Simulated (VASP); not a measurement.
Runs of VASP 6.6.1 on KCaF3. The structure is that of space group P4/mmm (No. 123), or close to it. The cells are those of the table. 

```csv
cell,gap on the mesh (eV),pressure (GPa)
"a = 3.993, b = 3.993, c = 5.646 Å, 5 atoms",(a),5.5
"a = 4.731, b = 4.731, c = 4.022 Å, 5 atoms",(c),-2.2
"a = 4.217, b = 4.217, c = 5.061 Å, 5 atoms",5.66,(b)
"a = 5.031, b = 5.031, c = 3.557 Å, 5 atoms",4.34,10.2
```

Alike in all rows: task single point; level LDA; potentials or basis VASP PAW LDA potentials, release 64 (K_sv, Ca_sv, F); no spin polarisation; k mesh 6 × 6 × 6; cutoff (eV) 520; smearing gaussian 0.05 eV.

Problem. Estimate the missing entries.

Solution. (a) 5.29; (b) -2.1; (c) 5.64.

Caveats: the stress differs along the axes, from -8 to 12 GPa (at least some runs); the stress differs along the axes, from -8 to 10 GPa (at least some runs); the stress differs along the axes, from -10 to 2 GPa (at least some runs); the stress differs along the axes, from -11 to 52 GPa (at least some runs).

A k mesh can miss the band edges.
